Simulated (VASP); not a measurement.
Write the native input for VASP 6.6.1 that does the following.

| Quantity | Value |
| --- | --- |
| Task | single point |
| Functional | PBE |
| Potentials or basis | VASP PAW PBE potentials, release 64 (In_d, Se) |
| Cutoff | 520 eV |
| k mesh | 6 × 6 × 6 |
| Occupations | fermi-dirac, width 0.02 eV |
| Spin | no spin polarisation |
| Dipole correction | no |
| Further INCAR settings | ALGO = Normal; EDIFF = 1e-06; NBANDS = 27 |

The structure of InSe lies in POSCAR:

```
InSe
1.0
    5.8791298374     -2.0549041827      0.0681376885
    5.8791298374      2.0549041827      0.0681376885
   -1.6833233531      0.0000000000      4.3858890897
In Se
2 2
Direct
    0.1131987513      0.1131987513      0.9651310450
    0.8868012487      0.8868012487      0.0348689550
    0.3425800513      0.3425800513      0.3509438144
    0.6574199487      0.6574199487      0.6490561856
```

One way to write it, as run:

INCAR

```
PREC = Accurate
ENCUT = 520
EDIFF = 1E-6
ISMEAR = -1
SIGMA = 0.02
LREAL = F
LASPH = T
NELM = 80
ALGO = Normal
ISIF = 2
LWAVE = F
LCHARG = T
GGA = PE
LELF = T
LVHAR = T
NBANDS = 27
```

KPOINTS

```
Automatic mesh
0
Gamma
  6 6 6
```

Potentials or basis: VASP PAW PBE potentials, release 64 (In_d, Se).

Command:

```bash
$ cat potpaw_PBE.64/In_d/POTCAR potpaw_PBE.64/Se/POTCAR > POTCAR
$ mpirun -np 1 vasp_std > vasp.out
```

Results of the run:

```json
{
 "Pressure": "2.6 GPa",
 "Largest force": "0.245 eV/Å",
 "Band gap on the k mesh": "0.98 eV (least direct gap 1.25 eV)"
}
```

Caveat: spin-orbit coupling is left out, which moves the levels of the heavy elements.

Wall time 100 s on 1 thread of Intel(R) Xeon(R) 6975P-C (Granite Rapids), with other jobs on the host, peak memory 0.38 GiB.
